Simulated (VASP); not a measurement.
# WS2 in VASP: a series of runs

Runs on WS2. Level: PBEsol. Tasks: single point.

Program: VASP 6.6.1. These are calculated values, not measurements. Logs are shortened: lines on timing, memory, paths and dates and some standing lists are left out, and cuts for length are marked.

## (1) The cell of the first run

The cell holds a slab with vacuum, 6 atoms: a = 3.183 Å, b = 3.183 Å, c = 23.669 Å, α = 90.00°, β = 90.00°, γ = 120.00°.

## (2) Single point, PBEsol

File INCAR:

```
PREC = Accurate
ENCUT = 520
EDIFF = 1E-6
ISMEAR = 0
SIGMA = 0.02
LREAL = F
LASPH = T
NELM = 80
ALGO = Normal
ISIF = 2
LWAVE = F
LCHARG = F
GGA = PS
NBANDS = 35
```

File KPOINTS:

```
Automatic mesh
0
Gamma
  9 9 2
```

File POSCAR:

```
WS2
1.0
    3.1832085602      0.0000000000      0.0000000000
   -1.5916042801      2.7567394786      0.0000000000
    0.0000000000      0.0000000000     23.6687632500
W S
2 4
Direct
    0.6666666667      0.3333333333      0.3626824600
    0.3333333333      0.6666666667      0.6373175400
    0.6666666667      0.3333333333      0.7036063878
    0.3333333333      0.6666666667      0.4285581700
    0.6666666667      0.3333333333      0.5714418300
    0.3333333333      0.6666666667      0.2968161100
```

Potentials or basis: VASP PAW PBE potentials, release 64 (W_sv, S).

Command:

```console
$ cat potpaw_PBE.64/W_sv/POTCAR potpaw_PBE.64/S/POTCAR > POTCAR
$ mpirun -np 1 vasp_std > vasp.out
```

OUTCAR:

```text
PREC = Accurate
   ENCUT = 520
   EDIFF = 1E-6
   ISMEAR = 0
   LREAL = F
   LASPH = T
   NELM = 80
   ISIF = 2
   GGA = PS

 ion  position               nearest neighbor table
   1  0.667  0.333  0.363-   6 2.41   6 2.41   6 2.41   4 2.41   4 2.41   4 2.41
   2  0.333  0.667  0.637-   5 2.41   5 2.41   5 2.41   3 2.42   3 2.42   3 2.42
   3  0.667  0.333  0.704-   2 2.42   2 2.42   2 2.42
   4  0.333  0.667  0.429-   1 2.41   1 2.41   1 2.41
   5  0.667  0.333  0.571-   2 2.41   2 2.41   2 2.41
   6  0.333  0.667  0.297-   1 2.41   1 2.41   1 2.41

  LATTYP: Found a hexagonal cell.
 ALAT       =     3.1832085602
 C/A-ratio  =     7.4355050266

  Lattice vectors:

 A1 = (   3.1832085602,   0.0000000000,   0.0000000000)
 A2 = (  -1.5916042801,   2.7567394786,   0.0000000000)
 A3 = (   0.0000000000,   0.0000000000,  23.6687632500)

Analysis of symmetry for initial positions (statically):
=====================================================================
 Subroutine PRICEL returns:
 Original cell was already a primitive cell.

 Routine SETGRP: Setting up the symmetry group for a
 hexagonal supercell.

 Subroutine GETGRP returns: Found  6 space group operations
 (whereof  6 operations were pure point group operations)
 out of a pool of 24 trial point group operations.

The static configuration has the point symmetry C_3v.

Analysis of symmetry for dynamics (positions and initial velocities):
=====================================================================
 Subroutine PRICEL returns:
 Original cell was already a primitive cell.

 Routine SETGRP: Setting up the symmetry group for a
 hexagonal supercell.

 Subroutine GETGRP returns: Found  6 space group operations
 (whereof  6 operations were pure point group operations)
 out of a pool of 24 trial point group operations.

The dynamic configuration has the point symmetry C_3v.

 Subroutine INISYM returns: Found  6 space group operations
 (whereof  6 operations are pure point group operations),
 and found     1 'primitive' translations

----------------------------------------------------------------------------------------

                                     Primitive cell

  volume of cell :     207.6999

  direct lattice vectors                    reciprocal lattice vectors
     3.183208560  0.000000000  0.000000000     0.314148439  0.181373686  0.000000000
    -1.591604280  2.756739479  0.000000000     0.000000000  0.362747372  0.000000000
     0.000000000  0.000000000 23.668763250     0.000000000  0.000000000  0.042249778

  length of vectors
     3.183208560  3.183208560 23.668763250     0.362747372  0.362747372  0.042249778

  position of ions in fractional coordinates (direct lattice)
     0.666666667  0.333333333  0.362682460
     0.333333333  0.666666667  0.637317540
     0.666666667  0.333333333  0.703606388
     0.333333333  0.666666667  0.428558170
     0.666666667  0.333333333  0.571441830
     0.333333333  0.666666667  0.296816110

  ion indices of the primitive-cell ions
   primitive index   ion index
                 1           1
                 2           2
                 3           3
                 4           4
                 5           5
                 6           6

----------------------------------------------------------------------------------------

 KPOINTS: Automatic mesh

Automatic generation of k-mesh.
 Grid dimensions read from file:
 generate k-points for:    9    9    2

 Generating k-lattice:

  Cartesian coordinates                     Fractional coordinates (reciprocal lattice)
     0.034905382  0.020152632  0.000000000     0.111111111  0.000000000  0.000000000
     0.000000000  0.040305264  0.000000000     0.000000000  0.111111111  0.000000000
     0.000000000  0.000000000  0.021124889     0.000000000  0.000000000  0.500000000

  Length of vectors
     0.040305264  0.040305264  0.021124889

  Shift w.r.t. Gamma in fractional coordinates (k-lattice)
     0.000000000  0.000000000  0.000000000

 Subroutine IBZKPT returns following result:
 ===========================================

 Found     24 irreducible k-points:

 Following reciprocal coordinates:
            Coordinates               Weight
  0.000000  0.000000  0.000000      1.000000
  0.111111  0.000000  0.000000      6.000000
  0.222222 -0.000000  0.000000      6.000000
  0.333333  0.000000  0.000000      6.000000
  0.444444 -0.000000  0.000000      6.000000
  0.111111  0.111111  0.000000      6.000000
[... 16 lines left out ...]
  0.333333  0.222222  0.500000     12.000000
  0.333333  0.333333  0.500000      2.000000
   k-points           NKPTS =     24   k-points in BZ     NKDIM =     24   number of bands    NBANDS=     35
   number of dos      NEDOS =    301   number of ions     NIONS =      6
   total plane-waves  NPLWV = 103680
   dimension x,y,z NGX =    24 NGY =   24 NGZ =  180
   dimension x,y,z NGXF=    48 NGYF=   48 NGZF=  360
   ions per type =               2   4
   NGX,Y,Z   is equivalent  to a cutoff of  12.53, 12.53, 12.64 a.u.
   NGXF,Y,Z  is equivalent  to a cutoff of  25.07, 25.07, 25.29 a.u.
 SYSTEM =  unknown system
   PREC   = accura    normal or accurate (medium, high low for compatibility)
   ISTART =      0    job   : 0-new  1-cont  2-samecut
   ICHARG =      2    charge: 1-file 2-atom 10-const
   ISPIN  =      1    spin polarized calculation?
   LNONCOLLINEAR =      F non collinear calculations
   LSORBIT =      F    spin-orbit coupling
   LASPH  =      T    aspherical Exc in radial PAW
   ENCUT  =  520.0 eV  38.22 Ry    6.18 a.u.   5.92  5.92 44.01*2*pi/ulx,y,z
   NELM   =     80;   NELMIN=  2; NELMDL= -5     # of ELM steps
   EDIFF  = 0.1E-05   stopping-criterion for ELM
   LREAL  =      F    real-space projection
[... 7 lines left out ...]
   TEBEG  =    0.0;   TEEND  =   0.0 temperature during run
   PSTRESS=    0.0 pullay stress
   NELECT =      52.0000    total number of electrons
   NUPDOWN=      -1.0000    fix difference up-down
   EMIN   =  10.00;   EMAX   =-10.00  energy-range for DOS
   EFERMI =   0.00;   METHOD = LEGACY
   ISMEAR =     0;   SIGMA  =   0.02  broadening in eV -4-tet -1-fermi 0-gaus
   EFERMI_NEDOS =   21; number of points for ismear=-14 and -15
   IALGO  =     38    algorithm
   IMIX   =      4    mixing-type and parameters
     AMIX     =   0.40;   BMIX     =  1.00
     AMIX_MAG =   1.60;   BMIX_MAG =  1.00
  volume/ion in A,a.u.               =      34.62       233.60
  Fermi-wavevector in a.u.,A,eV,Ry     =   1.031804  1.949827 14.485024  1.064619
  Thomas-Fermi vector in A             =   2.165970
   LORBIT       =      0    0 simple, 1 ext, 2 COOP (PROOUT), +10 PAW based schemes
   GGA     = PS    functional components
   LHFCALC =     F    Hartree Fock is set to
   AEXX    =    0.0000 exact exchange contribution
   IVDW    =     0    specifies the selected vdW correction
   LEPSILON=     F    determine dielectric tensor
   LRPA    =     F    only Hartree local field effects (RPA)
 non-spin polarized calculation
 Gauss-broadening in eV      SIGMA  =   0.02
  energy-cutoff  :      520.00
  volume of cell :      207.70
 maximum number of plane-waves:      5640
 NGX is ok and might be reduce to    24
   NGX = 11   NGY = 11   NGZ = 89

 number of electron      51.9999999 magnetization

 Free energy of the ion-electron system (eV)
  ---------------------------------------------------
  ext. energy  EPLUGINS =         0.00000000
  ---------------------------------------------------
  free energy    TOTEN  =       -50.49434387 eV

  energy without entropy =      -50.49434387  energy(sigma->0) =      -50.49434387

 E-fermi :   1.2148     XC(G=0):  -6.1887

 val. band max:        0.9676959599   @ k =   0.0000   0.0000   0.0000
 cond. band min:       2.4347533363   @ k =   0.3333   0.3333   0.0000
 fundamental gap:      1.4670573763
 Fermi energy:         1.2148259507

 k-point     1 :       0.0000    0.0000    0.0000
  band No.  band energies     occupation
      1     -73.3056      2.00000
      2     -73.3022      2.00000
      3     -37.5499      2.00000
      4     -37.5488      2.00000
      5     -37.3956      2.00000
      6     -37.3956      2.00000
[... 27 lines left out ...]
     34       3.7680      0.00000
     35       5.6984      0.00000

 k-point     2 :       0.1111    0.0000    0.0000
  band No.  band energies     occupation
      1     -73.3037      2.00000
      2     -73.3002      2.00000
      3     -37.5428      2.00000
      4     -37.5415      2.00000
      5     -37.4358      2.00000
      6     -37.4355      2.00000
[... 27 lines left out ...]
     34       3.9265      0.00000
     35       6.1862      0.00000

 k-point     3 :       0.2222   -0.0000    0.0000
  band No.  band energies     occupation
      1     -73.2987      2.00000
      2     -73.2952      2.00000
      3     -37.5362      2.00000
      4     -37.5356      2.00000
      5     -37.5245      2.00000
      6     -37.5232      2.00000
[... 27 lines left out ...]
     34       4.6504      0.00000
     35       6.8989      0.00000

 k-point     4 :       0.3333    0.0000    0.0000
  band No.  band energies     occupation
      1     -73.2931      2.00000
      2     -73.2896      2.00000
      3     -37.6484      2.00000
      4     -37.6473      2.00000
      5     -37.5037      2.00000
      6     -37.5023      2.00000
[... 27 lines left out ...]
     34       5.2118      0.00000
     35       7.1625      0.00000

 k-point     5 :       0.4444   -0.0000    0.0000
  band No.  band energies     occupation
      1     -73.2894      2.00000
      2     -73.2859      2.00000
      3     -37.7204      2.00000
      4     -37.7191      2.00000
      5     -37.4901      2.00000
      6     -37.4886      2.00000
[... 638 lines left out ...]
 k-point    22 :       0.2222    0.2222    0.5000
  band No.  band energies     occupation
      1     -73.2906      2.00000
      2     -73.2871      2.00000
      3     -37.6547      2.00000
      4     -37.6536      2.00000
      5     -37.5105      2.00000
      6     -37.5100      2.00000
[... 27 lines left out ...]
     34       5.7845      0.00000
     35       7.7896      0.00000

 k-point    23 :       0.3333    0.2222    0.5000
  band No.  band energies     occupation
      1     -73.2878      2.00000
      2     -73.2843      2.00000
      3     -37.6807      2.00000
      4     -37.6795      2.00000
      5     -37.5537      2.00000
      6     -37.5530      2.00000
[... 27 lines left out ...]
     34       5.9434      0.00000
     35       6.8924      0.00000

 k-point    24 :       0.3333    0.3333    0.5000
  band No.  band energies     occupation
      1     -73.2868      2.00000
      2     -73.2833      2.00000
      3     -37.6465      2.00000
      4     -37.6453      2.00000
      5     -37.6123      2.00000
      6     -37.6117      2.00000
[... 27 lines left out ...]
     34       6.1827      0.00000
     35       7.3832      0.00000

------------------------ aborting loop because EDIFF is reached ----------------------------------------

  FORCE on cell =-STRESS in cart. coord.  units (eV):
  Direction    XX          YY          ZZ          XY          YZ          ZX
  --------------------------------------------------------------------------------------
  -------------------------------------------------------------------------------------
  Total       -2.5956537     -2.5956537     -0.9823312      0.0000000      0.0000000      0.0000000
  in kB      -20.0226218    -20.0226218     -7.5776078      0.0000000      0.0000000      0.0000000
  external PRESSURE =     -15.8742838 kB  Pullay stress =       0.0000000 kB

 VOLUME and BASIS-vectors are now :
 -----------------------------------------------------------------------------
  energy-cutoff  :      520.00
  volume of cell :      207.70
      direct lattice vectors                 reciprocal lattice vectors
     3.183208560  0.000000000  0.000000000     0.314148439  0.181373686  0.000000000
    -1.591604280  2.756739479  0.000000000     0.000000000  0.362747372  0.000000000
     0.000000000  0.000000000 23.668763250     0.000000000  0.000000000  0.042249778

 POSITION                                       TOTAL-FORCE (eV/Angst)
 -----------------------------------------------------------------------------------
      1.59160      0.91891      8.58425        -0.000000      0.000000     -0.007311
     -0.00000      1.83783     15.08452         0.000000      0.000000      0.166899
      1.59160      0.91891     16.65349         0.000000     -0.000000     -0.271229
     -0.00000      1.83783     10.14344         0.000000     -0.000000     -0.067677
      1.59160      0.91891     13.52532        -0.000000     -0.000000      0.086647
     -0.00000      1.83783      7.02527        -0.000000      0.000000      0.092671
 -----------------------------------------------------------------------------------
    total drift:                                0.000000     -0.000000     -0.000005

  FREE ENERGIE OF THE ION-ELECTRON SYSTEM (eV)
  ---------------------------------------------------
  free  energy   TOTEN  =       -50.4943438658 eV

  energy  without entropy=      -50.4943438658  energy(sigma->0) =      -50.49434387
```

Wall time 99 s (1 thread of Intel Xeon 6975P-C (Granite Rapids), shared host); peak memory 0.38 GiB.

Results:

```
Free energy            : -50.4943 eV
Largest force          : 0.271 eV/Å
Band gap on the k mesh : 1.47 eV (least direct gap 1.76 eV)
```

Forces in eV/Å, atoms in the order of the input:
```
W    0.000  0.000 -0.007
W    0.000  0.000  0.167
S    0.000  0.000 -0.271
S    0.000  0.000 -0.068
S    0.000  0.000  0.087
S    0.000  0.000  0.093
```

Levels at points of the mesh, in eV from the valence-band top:
```tsv
k point	band 22	band 23	band 24	band 25	band 26	band 27	band 28	band 29	band 30	band 31
(0.00, 0.00, 0.00)	-1.96	-1.93	-1.93	-0.50	0.00	2.58	2.58	2.58	2.58	2.75
(0.00, 0.00, 0.50)	-1.96	-1.93	-1.93	-0.50	0.00	2.58	2.58	2.58	2.58	2.75
```

Caveat: the PAW data sets were made with another functional, which shifts forces and pressure a little; spin-orbit coupling is left out, which moves the levels of the heavy elements.

## (3) Single point, PBEsol

File INCAR:

```
PREC = Accurate
ENCUT = 520
EDIFF = 1E-6
ISMEAR = 0
SIGMA = 0.02
LREAL = False
LASPH = True
NELM = 100
ALGO = Normal
ISIF = 2
LWAVE = False
LCHARG = False
GGA = PS
NBANDS = 35
```

File KPOINTS:

```
regular mesh
0
Gamma
  9 9 2
```

Changes to POSCAR since step 2:

```diff
@@ -10,3 +10,3 @@
     0.3333333333      0.6666666667      0.6373175400
-    0.6666666667      0.3333333333      0.7036063878
+    0.6666666667      0.3333333333      0.7027613922
     0.3333333333      0.6666666667      0.4285581700
```

Potentials or basis: VASP PAW PBE potentials, release 64 (W_sv, S).

Command:

```console
$ cat potpaw_PBE.64/W_sv/POTCAR potpaw_PBE.64/S/POTCAR > POTCAR
$ mpirun -np 1 vasp_std > vasp.out
```

It took 1.7 min on 1 thread of Intel Xeon 6975P-C (Granite Rapids), shared host; peak memory 0.38 GiB.

It converged, with:

| Item | Value |
| --- | --- |
| Free energy | -50.4962 eV |
| Largest force | 0.156 eV/Å |
| Band gap on the k mesh | 1.44 eV (least direct gap 1.75 eV) |

Forces on the atoms (eV/Å):
```
W    0.000  0.000 -0.007
W    0.000  0.000 -0.156
S    0.000  0.000  0.090
S    0.000  0.000 -0.068
S    0.000  0.000  0.048
S    0.000  0.000  0.093
```

Levels at points of the mesh, in eV from the valence-band top:
| k point | band 22 | band 23 | band 24 | band 25 | band 26 | band 27 | band 28 | band 29 | band 30 | band 31 |
| --- | --- | --- | --- | --- | --- | --- | --- | --- | --- | --- |
| (0.00, 0.00, 0.00) | -1.99 | -1.96 | -1.96 | -0.49 | 0.00 | 2.57 | 2.57 | 2.57 | 2.57 | 2.76 |
| (0.00, 0.00, 0.50) | -1.99 | -1.96 | -1.96 | -0.49 | 0.00 | 2.57 | 2.57 | 2.57 | 2.57 | 2.76 |

Caveat: the PAW data sets were made with another functional, which shifts forces and pressure a little; spin-orbit coupling is left out, which moves the levels of the heavy elements.

## (4) Single point, PBEsol

File INCAR:

```
PREC = Accurate
ENCUT = 520
EDIFF = 1E-6
ISMEAR = 0
SIGMA = 0.02
LREAL = False
LASPH = True
NELM = 60
ALGO = Normal
ISIF = 2
LWAVE = False
LCHARG = True
GGA = PS
LELF = True
LVHAR = True
NBANDS = 35
```

File KPOINTS:

```
Automatic mesh
0
Gamma
  9 9 2
```

Changes to POSCAR since step 3:

```diff
@@ -10,3 +10,3 @@
     0.3333333333      0.6666666667      0.6373175400
-    0.6666666667      0.3333333333      0.7027613922
+    0.6666666667      0.3333333333      0.7031838900
     0.3333333333      0.6666666667      0.4285581700
```

Command:

```console
$ cat potpaw_PBE.64/W_sv/POTCAR potpaw_PBE.64/S/POTCAR > POTCAR
$ mpirun -np 1 vasp_std > vasp.out
```

Wall time 1.7 min (1 thread of Intel Xeon 6975P-C (Granite Rapids), shared host); peak memory 0.38 GiB.

It converged, with:

```yaml
Free_energy: -50.4962 eV
Largest_force: 0.093 eV/Å
Band_gap_on_the_k_mesh: 1.46 eV (least direct gap 1.76 eV)
```

Forces on the atoms (eV/Å):
```
W    0.000  0.000 -0.007
W    0.000  0.000  0.007
S    0.000  0.000 -0.093
S    0.000  0.000 -0.068
S    0.000  0.000  0.068
S    0.000  0.000  0.093
```

Levels at points of the mesh, in eV from the valence-band top:
```csv
k point,band 22,band 23,band 24,band 25,band 26,band 27,band 28,band 29,band 30,band 31
"(0.00, 0.00, 0.00)",-1.97,-1.96,-1.96,-0.49,0.00,2.58,2.58,2.58,2.58,2.76
"(0.00, 0.00, 0.50)",-1.97,-1.96,-1.96,-0.49,0.00,2.58,2.58,2.58,2.58,2.76
```

Caveat: the PAW data sets were made with another functional, which shifts forces and pressure a little; spin-orbit coupling is left out, which moves the levels of the heavy elements.
